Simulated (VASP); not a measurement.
# KMgF3 (Pm-3m) in VASP: notebook

The runs below take KMgF3 through single point, with PBEsol, LDA, PBE, r2SCAN.

Everything below comes from runs of VASP 6.6.1. Logs are shortened: lines on timing, memory, paths and dates and some standing lists are left out, and cuts for length are marked.

### Step 1. The cell of the first run

The structure is cubic, space group Pm-3m (No. 221). Conventional cell: a = 3.986 Å, b = 3.986 Å, c = 3.986 Å, α = 90.00°, β = 90.00°, γ = 90.00°. K (site symmetry m-3m) has 12 F at 2.82 Å and 8 Mg at 3.45 Å within 3.7 Å. Within 2.6 Å of Mg (site symmetry m-3m) lie 6 F at 1.99 Å. Within 2.6 Å of F (site symmetry 4/mmm) lie 2 Mg at 1.99 Å.

### Step 2. Single point, PBEsol

File INCAR:

```
SYSTEM = KMgF3
PREC     = Accurate       ! precision mode
ENCUT    = 520            ! plane-wave cutoff, eV
EDIFF    = 1E-6           ! SCF threshold, eV
ISMEAR   = -1             ! smearing method
SIGMA    = 0.05           ! smearing width, eV
LREAL    = .False.        ! projectors in reciprocal space
LASPH    = .True.         ! aspherical terms in the spheres
NELM     = 80             ! most SCF steps
ALGO     = Normal         ! electronic algorithm
ISIF     = 2              ! what is computed and relaxed
LWAVE    = .False.        ! write WAVECAR
LCHARG   = .False.        ! write CHGCAR
GGA      = PS             ! functional
NBANDS   = 24             ! bands
```

File KPOINTS:

```
regular mesh
0
Gamma
  7 7 7
  0 0 0
```

File POSCAR:

```
KMgF3
1.0
    3.9859000000      0.0000000000      0.0000000000
    0.0000000000      3.9859000000      0.0000000000
    0.0000000000      0.0000000000      3.9859000000
K Mg F
1 1 3
Direct
    0.5000000000      0.5000000000      0.5000000000
    0.0000000000      0.0000000000      0.0000000000
    0.0000000000      0.0000000000      0.5000000000
    0.0000000000      0.5000000000      0.0000000000
    0.5000000000      0.0000000000      0.0000000000
```

Potentials or basis: VASP PAW PBE potentials, release 64 (K_sv, Mg, F).

Started as:

```
$ cat potpaw_PBE.64/K_sv/POTCAR potpaw_PBE.64/Mg/POTCAR potpaw_PBE.64/F/POTCAR > POTCAR
$ mpirun -np 1 vasp_std > vasp.out
```

OUTCAR:

```text
SYSTEM = KMgF3
   PREC = Accurate
   ENCUT = 520
   EDIFF = 1E-6
   ISMEAR = -1
   LREAL = .False.
   LASPH = .True.
   NELM = 80
   ISIF = 2
   GGA = PS

 ion  position               nearest neighbor table
   1  0.500  0.500  0.500-   3 2.82   4 2.82   5 2.82   4 2.82   5 2.82   3 2.82   5 2.82   5 2.82
                             3 2.82   4 2.82   4 2.82   3 2.82   2 3.45   2 3.45   2 3.45   2 3.45
   2  0.000  0.000  0.000-   3 1.99   4 1.99   5 1.99   3 1.99   4 1.99   5 1.99   1 3.45   1 3.45
                             1 3.45   1 3.45   1 3.45   1 3.45   1 3.45   1 3.45
   3  0.000  0.000  0.500-   2 1.99   2 1.99   1 2.82   1 2.82   1 2.82   1 2.82
   4  0.000  0.500  0.000-   2 1.99   2 1.99   1 2.82   1 2.82   1 2.82   1 2.82
   5  0.500  0.000  0.000-   2 1.99   2 1.99   1 2.82   1 2.82   1 2.82   1 2.82

  LATTYP: Found a simple cubic cell.
 ALAT       =     3.9859000000

  Lattice vectors:

 A1 = (   3.9859000000,   0.0000000000,   0.0000000000)
 A2 = (   0.0000000000,   3.9859000000,   0.0000000000)
 A3 = (   0.0000000000,   0.0000000000,   3.9859000000)

Analysis of symmetry for initial positions (statically):
=====================================================================
 Subroutine PRICEL returns:
 Original cell was already a primitive cell.

 Routine SETGRP: Setting up the symmetry group for a
 simple cubic supercell.

 Subroutine GETGRP returns: Found 48 space group operations
 (whereof 48 operations were pure point group operations)
 out of a pool of 48 trial point group operations.

The static configuration has the point symmetry O_h .

Analysis of symmetry for dynamics (positions and initial velocities):
=====================================================================
 Subroutine PRICEL returns:
 Original cell was already a primitive cell.

 Routine SETGRP: Setting up the symmetry group for a
 simple cubic supercell.

 Subroutine GETGRP returns: Found 48 space group operations
 (whereof 48 operations were pure point group operations)
 out of a pool of 48 trial point group operations.

The dynamic configuration has the point symmetry O_h .

 Subroutine INISYM returns: Found 48 space group operations
 (whereof 48 operations are pure point group operations),
 and found     1 'primitive' translations

----------------------------------------------------------------------------------------

                                     Primitive cell

  volume of cell :      63.3256

  direct lattice vectors                    reciprocal lattice vectors
     3.985900000  0.000000000  0.000000000     0.250884367  0.000000000  0.000000000
     0.000000000  3.985900000  0.000000000     0.000000000  0.250884367  0.000000000
     0.000000000  0.000000000  3.985900000     0.000000000  0.000000000  0.250884367

  length of vectors
     3.985900000  3.985900000  3.985900000     0.250884367  0.250884367  0.250884367

  position of ions in fractional coordinates (direct lattice)
     0.500000000  0.500000000  0.500000000
     0.000000000  0.000000000  0.000000000
     0.000000000  0.000000000  0.500000000
     0.000000000  0.500000000  0.000000000
     0.500000000  0.000000000  0.000000000

  ion indices of the primitive-cell ions
   primitive index   ion index
                 1           1
                 2           2
                 3           3
                 4           4
                 5           5

----------------------------------------------------------------------------------------

 KPOINTS: regular mesh

Automatic generation of k-mesh.
 Grid dimensions read from file:
 generate k-points for:    7    7    7

 Generating k-lattice:

  Cartesian coordinates                     Fractional coordinates (reciprocal lattice)
     0.035840624  0.000000000  0.000000000     0.142857143  0.000000000  0.000000000
     0.000000000  0.035840624  0.000000000     0.000000000  0.142857143  0.000000000
     0.000000000  0.000000000  0.035840624     0.000000000  0.000000000  0.142857143

  Length of vectors
     0.035840624  0.035840624  0.035840624

  Shift w.r.t. Gamma in fractional coordinates (k-lattice)
     0.000000000  0.000000000  0.000000000

 Subroutine IBZKPT returns following result:
 ===========================================

 Found     20 irreducible k-points:

 Following reciprocal coordinates:
            Coordinates               Weight
  0.000000  0.000000  0.000000      1.000000
  0.142857  0.000000  0.000000      6.000000
  0.285714  0.000000  0.000000      6.000000
  0.428571  0.000000  0.000000      6.000000
  0.142857  0.142857  0.000000     12.000000
  0.285714  0.142857  0.000000     24.000000
[... 12 lines left out ...]
  0.428571  0.428571  0.285714     24.000000
  0.428571  0.428571  0.428571      8.000000
   k-points           NKPTS =     20   k-points in BZ     NKDIM =     20   number of bands    NBANDS=     24
   number of dos      NEDOS =    301   number of ions     NIONS =      5
   total plane-waves  NPLWV =  27000
   dimension x,y,z NGX =    30 NGY =   30 NGZ =   30
   dimension x,y,z NGXF=    60 NGYF=   60 NGZF=   60
   ions per type =               1   1   3
   NGX,Y,Z   is equivalent  to a cutoff of  12.51, 12.51, 12.51 a.u.
   NGXF,Y,Z  is equivalent  to a cutoff of  25.03, 25.03, 25.03 a.u.
 SYSTEM =  KMgF3
   PREC   = accura    normal or accurate (medium, high low for compatibility)
   ISTART =      0    job   : 0-new  1-cont  2-samecut
   ICHARG =      2    charge: 1-file 2-atom 10-const
   ISPIN  =      1    spin polarized calculation?
   LNONCOLLINEAR =      F non collinear calculations
   LSORBIT =      F    spin-orbit coupling
   LASPH  =      T    aspherical Exc in radial PAW
   ENCUT  =  520.0 eV  38.22 Ry    6.18 a.u.   7.41  7.41  7.41*2*pi/ulx,y,z
   NELM   =     80;   NELMIN=  2; NELMDL= -5     # of ELM steps
   EDIFF  = 0.1E-05   stopping-criterion for ELM
   LREAL  =      F    real-space projection
   EDIFFG = 0.1E-04   stopping-criterion for IOM
   NSW    =      0    number of steps for IOM
   IBRION =     -1    ionic relax: 0-MD 1-quasi-New 2-CG
   NFREE  =      0    steps in history (QN), initial steepest desc. (CG)
   ISIF   =      2    stress and relaxation
   ISYM   =      2    0-nonsym 1-usesym 2-fastsym
   POTIM  = 0.5000    time-step for ionic-motion
   TEBEG  =    0.0;   TEEND  =   0.0 temperature during run
   PSTRESS=    0.0 pullay stress
   NELECT =      32.0000    total number of electrons
   NUPDOWN=      -1.0000    fix difference up-down
   EMIN   =  10.00;   EMAX   =-10.00  energy-range for DOS
   EFERMI =   0.00;   METHOD = LEGACY
   ISMEAR =    -1;   SIGMA  =   0.05  broadening in eV -4-tet -1-fermi 0-gaus
   EFERMI_NEDOS =   21; number of points for ismear=-14 and -15
   IALGO  =     38    algorithm
   IMIX   =      4    mixing-type and parameters
     AMIX     =   0.40;   BMIX     =  1.00
     AMIX_MAG =   1.60;   BMIX_MAG =  1.00
  volume/ion in A,a.u.               =      12.67        85.47
  Fermi-wavevector in a.u.,A,eV,Ry     =   1.303962  2.464132 23.134232  1.700318
  Thomas-Fermi vector in A             =   2.434930
   LORBIT       =      0    0 simple, 1 ext, 2 COOP (PROOUT), +10 PAW based schemes
   GGA     = PS    functional components
   LHFCALC =     F    Hartree Fock is set to
   AEXX    =    0.0000 exact exchange contribution
   IVDW    =     0    specifies the selected vdW correction
   LEPSILON=     F    determine dielectric tensor
   LRPA    =     F    only Hartree local field effects (RPA)
 non-spin polarized calculation
  energy-cutoff  :      520.00
  volume of cell :       63.33
 maximum number of plane-waves:      1743
 NGX is ok and might be reduce to    30
   NGX = 15   NGY = 15   NGZ = 15

 number of electron      31.9999958 magnetization

 Free energy of the ion-electron system (eV)
  ---------------------------------------------------
  ext. energy  EPLUGINS =         0.00000000
  ---------------------------------------------------
  free energy    TOTEN  =       -25.26289799 eV

  energy without entropy =      -25.26289799  energy(sigma->0) =      -25.26289799

 E-fermi :  -0.5111     XC(G=0):  -9.9449

 val. band max:       -1.7396297595   @ k =   0.4286   0.4286   0.4286
 cond. band min:       5.4158775719   @ k =   0.0000   0.0000   0.0000
 fundamental gap:      7.1555073313
 Fermi energy:        -0.5110950641

 k-point     1 :       0.0000    0.0000    0.0000
  band No.  band energies     occupation
      1     -27.1833      2.00000
      2     -21.7179      2.00000
      3     -21.0485      2.00000
      4     -21.0485      2.00000
      5     -10.7480      2.00000
      6     -10.7480      2.00000
[... 16 lines left out ...]
     23      12.1600      0.00000
     24      15.0186      0.00000

 k-point     2 :       0.1429    0.0000    0.0000
  band No.  band energies     occupation
      1     -27.1776      2.00000
      2     -21.6955      2.00000
      3     -21.0766      2.00000
      4     -21.0465      2.00000
      5     -10.7448      2.00000
      6     -10.7370      2.00000
[... 16 lines left out ...]
     23      12.1608      0.00000
     24      14.9273      0.00000

 k-point     3 :       0.2857    0.0000    0.0000
  band No.  band energies     occupation
      1     -27.1650      2.00000
      2     -21.6357      2.00000
      3     -21.1489      2.00000
      4     -21.0425      2.00000
      5     -10.7377      2.00000
      6     -10.7120      2.00000
[... 16 lines left out ...]
     23      12.1011      0.00000
     24      14.7207      0.00000
[... 406 lines left out ...]
 k-point    19 :       0.4286    0.4286    0.2857
  band No.  band energies     occupation
      1     -27.1249      2.00000
      2     -21.3098      2.00000
      3     -21.2339      2.00000
      4     -21.2066      2.00000
      5     -10.8883      2.00000
      6     -10.8834      2.00000
[... 16 lines left out ...]
     23      13.0517      0.00000
     24      13.1779      0.00000

 k-point    20 :       0.4286    0.4286    0.4286
  band No.  band energies     occupation
      1     -27.1198      2.00000
      2     -21.2657      2.00000
      3     -21.2265      2.00000
      4     -21.2265      2.00000
      5     -10.9252      2.00000
      6     -10.9252      2.00000
[... 16 lines left out ...]
     23      13.3347      0.00000
     24      13.4868      0.00000

------------------------ aborting loop because EDIFF is reached ----------------------------------------

  FORCE on cell =-STRESS in cart. coord.  units (eV):
  Direction    XX          YY          ZZ          XY          YZ          ZX
  --------------------------------------------------------------------------------------
  -------------------------------------------------------------------------------------
  Total       -0.0359114     -0.0359114     -0.0359114     -0.0000000     -0.0000000      0.0000000
  in kB       -0.9085821     -0.9085821     -0.9085821     -0.0000000     -0.0000000      0.0000000
  external PRESSURE =      -0.9085821 kB  Pullay stress =       0.0000000 kB

 VOLUME and BASIS-vectors are now :
 -----------------------------------------------------------------------------
  energy-cutoff  :      520.00
  volume of cell :       63.33
      direct lattice vectors                 reciprocal lattice vectors
     3.985900000  0.000000000  0.000000000     0.250884367  0.000000000  0.000000000
     0.000000000  3.985900000  0.000000000     0.000000000  0.250884367  0.000000000
     0.000000000  0.000000000  3.985900000     0.000000000  0.000000000  0.250884367

 POSITION                                       TOTAL-FORCE (eV/Angst)
 -----------------------------------------------------------------------------------
      1.99295      1.99295      1.99295         0.000000      0.000000      0.000000
      0.00000      0.00000      0.00000         0.000000      0.000000      0.000000
      0.00000      0.00000      1.99295         0.000000      0.000000      0.000000
      0.00000      1.99295      0.00000         0.000000      0.000000      0.000000
      1.99295      0.00000      0.00000         0.000000      0.000000      0.000000
 -----------------------------------------------------------------------------------
    total drift:                                0.000000     -0.000000      0.000000

  FREE ENERGIE OF THE ION-ELECTRON SYSTEM (eV)
  ---------------------------------------------------
  free  energy   TOTEN  =       -25.2628979888 eV

  energy  without entropy=      -25.2628979888  energy(sigma->0) =      -25.26289799
```

Run time: 19 s. Hardware: 1 thread of Intel Xeon Platinum 8488C (Sapphire Rapids), shared host; peak memory 0.18 GiB.

What came out:

```
Free energy            : -25.2629 eV
Pressure               : -0.1 GPa
Band gap on the k mesh : 7.16 eV, indirect (least direct gap 7.45 eV)
```

Levels at points of the mesh, in eV from the valence-band top:
```csv
k point,band 14,band 15,band 16,band 17,band 18,band 19
"(0.00, 0.00, 0.00)",-0.29,-0.29,-0.29,7.16,9.97,9.97
```

Caveat: the PAW data sets were made with another functional, which shifts forces and pressure a little.

### Step 3. Single point, LDA

File INCAR:

```
PREC = Accurate
ENCUT = 520
EDIFF = 1E-6
ISMEAR = -1
SIGMA = 0.05
LREAL = False
LASPH = True
NELM = 100
ALGO = Normal
ISIF = 2
LWAVE = False
LCHARG = False
GGA = CA
NBANDS = 24
```

File KPOINTS:

```
Automatic mesh
0
Gamma
  7 7 7
```

POSCAR is that of step 2.

Potentials or basis: VASP PAW LDA potentials, release 64 (K_sv, Mg, F).

Started as:

```
$ cat potpaw_LDA.64/K_sv/POTCAR potpaw_LDA.64/Mg/POTCAR potpaw_LDA.64/F/POTCAR > POTCAR
$ mpirun -np 1 vasp_std > vasp.out
```

Run time: 15 s. Hardware: 1 thread of Intel Xeon Platinum 8488C (Sapphire Rapids), shared host; peak memory 0.16 GiB.

Results (log left out):

```
Free energy            : -27.0666 eV
Pressure               : -5.3 GPa
Band gap on the k mesh : 6.99 eV, indirect (least direct gap 7.28 eV)
```

Levels at points of the mesh, in eV from the valence-band top:
```tsv
k point	band 13	band 14	band 15	band 16	band 17	band 18	band 19	band 20
(0.00, 0.00, 0.00)	-0.61	-0.29	-0.29	-0.29	6.99	9.81	9.81	12.06
```

A k mesh can miss the band edges. LDA gaps usually lie below the measured ones, often by a third to a half.

### Step 4. Single point, PBE

File INCAR:

```
SYSTEM = KMgF3
PREC     = Accurate       ! precision mode
ENCUT    = 520            ! plane-wave cutoff, eV
EDIFF    = 1E-7           ! SCF threshold, eV
ISMEAR   = -1             ! smearing method
SIGMA    = 0.05           ! smearing width, eV
LREAL    = .FALSE.        ! projectors in reciprocal space
LASPH    = .TRUE.         ! aspherical terms in the spheres
NELM     = 100            ! most SCF steps
ALGO     = Normal         ! electronic algorithm
ISIF     = 2              ! what is computed and relaxed
LWAVE    = .FALSE.        ! write WAVECAR
LCHARG   = .FALSE.        ! write CHGCAR
GGA      = PE             ! functional
NBANDS   = 24             ! bands
```

File KPOINTS:

```
Automatic mesh
0
G
  7 7 7
  0 0 0
```

POSCAR is that of step 3.

Potentials or basis: VASP PAW PBE potentials, release 64 (K_sv, Mg, F).

Started as:

```
$ cat potpaw_PBE.64/K_sv/POTCAR potpaw_PBE.64/Mg/POTCAR potpaw_PBE.64/F/POTCAR > POTCAR
$ mpirun -np 1 vasp_std > vasp.out
```

Run time: 19 s. Hardware: 1 thread of Intel Xeon Platinum 8488C (Sapphire Rapids), shared host; peak memory 0.18 GiB.

It converged, with:

* Free energy: -24.4145 eV
* Pressure: 3.4 GPa
* Band gap on the k mesh: 7.34 eV, indirect (least direct gap 7.63 eV)

Levels at points of the mesh, in eV from the valence-band top:
```csv
k point,band 14,band 15,band 16,band 17,band 18,band 19
"(0.00, 0.00, 0.00)",-0.29,-0.29,-0.29,7.34,10.11,10.11
```

A k mesh can miss the band edges.

### Step 5. Single point, r2SCAN

This run uses another cell than the first one, of 10.03 Å³/atom, 0.792 times its volume.

POSCAR: that of step 4 with these lines changed.

```diff
@@ -2,5 +2,5 @@
 1.0
-    3.9859000000      0.0000000000      0.0000000000
-    0.0000000000      3.9859000000      0.0000000000
-    0.0000000000      0.0000000000      3.9859000000
+    3.6875843675      0.0000000000      0.0000000000
+    0.0000000000      3.6875843675      0.0000000000
+    0.0000000000      0.0000000000      3.6875843675
 K Mg F
```

File INCAR.step1:

```
PREC = Accurate
ENCUT = 520
ISMEAR = -1
SIGMA = 0.05
LREAL = F
LASPH = T
NELM = 60
NBANDS = 24
GGA = PE
ALGO = Normal
EDIFF = 1E-4
LWAVE = T
LCHARG = F
```

File INCAR.step2:

```
PREC = Accurate
ENCUT = 520
EDIFF = 1E-6
ISMEAR = -1
SIGMA = 0.05
LREAL = F
LASPH = T
NELM = 60
ALGO = Normal
ISIF = 2
LWAVE = F
LCHARG = F
METAGGA = R2SCAN
LMIXTAU = T
NBANDS = 24
ISTART = 1
```

File KPOINTS:

```
Automatic mesh
0
Gamma
  7 7 7
```

Started as:

```
$ cat potpaw_PBE.64/K_sv/POTCAR potpaw_PBE.64/Mg/POTCAR potpaw_PBE.64/F/POTCAR > POTCAR
$ cp INCAR.step1 INCAR
$ mpirun -np 1 vasp_std > vasp.out
$ cp INCAR.step2 INCAR
$ mpirun -np 1 vasp_std > vasp.out
```

Run time: 2 min. Hardware: 1 thread of Intel Xeon Platinum 8488C (Sapphire Rapids), shared host; peak memory 0.18 GiB.

Results (log left out):

| Item | Value |
| --- | --- |
| Free energy | -36.4454 eV |
| Pressure | 29.8 GPa |
| Band gap on the k mesh | 10.44 eV, indirect (least direct gap 10.68 eV) |

Levels at points of the mesh, in eV from the valence-band top:
```tsv
k point	band 14	band 15	band 16	band 17	band 18	band 19
(0.00, 0.00, 0.00)	-0.24	-0.24	-0.24	10.44	11.16	11.16
```

Caveat: the PAW data sets were made with another functional, which shifts forces and pressure a little. r2SCAN opens gaps a little over a GGA but as a rule still falls short of measured ones.

[end of part 1 of 2]
